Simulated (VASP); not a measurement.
A run of VASP 6.6.1 is set up as follows.

INCAR

```
  ALGO = Normal
  EDIFF = 1E-7
  ENCUT = 520
  GGA = PE
  ISIF = 2
  ISMEAR = -1
  IVDW = 12
  LASPH = True
  LCHARG = False
  LREAL = False
  LWAVE = False
  NBANDS = 36
  NELM = 100
  PREC = Accurate
  SIGMA = 0.02
```

Contents of KPOINTS:

```
k-points
0
Gamma
  1 1 1
```

Contents of POSCAR:

```
H2ClF
1.0
    6.5460240000      0.0000000000      0.0000000000
    0.0000000000      6.5460240000      0.0000000000
    0.0000000000      0.0000000000      6.5460240000
F H Cl
3 6 3
Direct
    0.5138844587      0.2113649446      0.7641126889
    0.5953843127      0.1822327569      0.3983334005
    0.6464993101      0.6152742489      0.5745625131
    0.5686046981      0.1687283762      0.6321241719
    0.6725303787      0.0952333814      0.3177959629
    0.5437193631      0.6544430635      0.6737830475
    0.3913215106      0.9625384814      0.7836359903
    0.2024434985      0.1350743596      0.0047968049
    0.7846136831      0.7785947623      0.3940407185
    0.2933689213      0.7904798394      0.8296333775
    0.1276500056      0.3129991580      0.0649707364
    0.8996300655      0.8811455626      0.2745177836
```

Potentials or basis: VASP PAW PBE potentials, release 64 (F, H, Cl).

The run is started by

```sh
$ cat potpaw_PBE.64/F/POTCAR potpaw_PBE.64/H/POTCAR potpaw_PBE.64/Cl/POTCAR > POTCAR
$ mpirun -np 1 vasp_gam > vasp.out
```

Estimate the band gap on the k mesh.

5.55 eV.

Estimate the pressure.

0.0 GPa.

Estimate the dispersion energy per atom.

-0.034 eV.

Stress tensor (GPa, compression positive):
```
 0.18 -0.15 -0.55
-0.15 -0.56 -0.09
-0.55 -0.09  0.52
```

Caveat: the k points lie up to 0.96 Å⁻¹ apart.
